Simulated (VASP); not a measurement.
Set up this calculation in VASP 6.6.1, as the native input.

| Quantity | Value |
| --- | --- |
| Task | relaxation of cell and atoms |
| Functional | PBE |
| Potentials or basis | VASP PAW PBE potentials, release 64 (Zr_sv, W_sv, Se) |
| Cutoff | 600 eV |
| k mesh | 8 × 8 × 4 |
| Occupations | gaussian, width 0.1 eV |
| Spin | no spin polarisation |
| Dipole correction | no |
| Further INCAR settings | ALGO = Normal; EDIFF = 1e-07; IBRION = 2; EDIFFG = -0.01; NSW = 100; ISIF = 3 |

The structure of Zr3W4Se lies in POSCAR:

```
Zr3W4Se
1.0
    3.8503404530      0.0000000000      0.0000000000
    0.0000000000      3.8503404530      0.0000000000
    0.0000000000      0.0000000000      9.9551658199
Zr W Se
3 4 1
Direct
    0.0000000000      0.0000000000      0.7513427370
    0.5000000000      0.5000000000      0.2576999464
    0.5000000000      0.5000000000      0.7573797172
    0.5000000000      0.0000000000      0.0003598256
    0.5000000000      0.0000000000      0.5079104633
    0.0000000000      0.5000000000      0.0003598256
    0.0000000000      0.5000000000      0.5079104633
    0.0000000000      0.0000000000      0.2170380315
```

The cell was generated, and may not be a known phase.

The input as run:

INCAR

```
PREC = Accurate
ENCUT = 600
EDIFF = 1E-7
ISMEAR = 0
SIGMA = 0.1
LREAL = False
LASPH = True
NELM = 100
ALGO = Normal
ISIF = 3
LWAVE = False
LCHARG = False
GGA = PE
IBRION = 2
NSW = 100
EDIFFG = -0.01
```

KPOINTS

```
Automatic mesh
0
Gamma
  8 8 4
```

Potentials or basis: VASP PAW PBE potentials, release 64 (Zr_sv, W_sv, Se).

Command:

```sh
$ cat potpaw_PBE.64/Zr_sv/POTCAR potpaw_PBE.64/W_sv/POTCAR potpaw_PBE.64/Se/POTCAR > POTCAR
$ mpirun -np 1 vasp_std > vasp.out
```

Results of the run:

```json
{"Relaxed volume": "18.46 Å³/atom", "Relaxed cell": "a = 3.866 Å, b = 3.866 Å, c = 9.880 Å, α = 90.00°, β = 90.00°, γ = 90.00°", "Space group after relaxing (to 0.1 Å)": "P4mm (No. 99)", "Energy gained by relaxing": "1.1 meV/atom", "Ionic steps": "17", "Pressure after relaxing": "0.0 GPa", "Largest force after relaxing": "0.010 eV/Å", "Band gap on the k mesh": "zero (bands 49 and 50 overlap by 0.99 eV)"}
```

Caveat: spin-orbit coupling is left out, which moves the levels of the heavy elements.

Wall time 48 min on 1 thread of Intel(R) Xeon(R) 6975P-C (Granite Rapids), with other jobs on the host, peak memory 0.57 GiB.
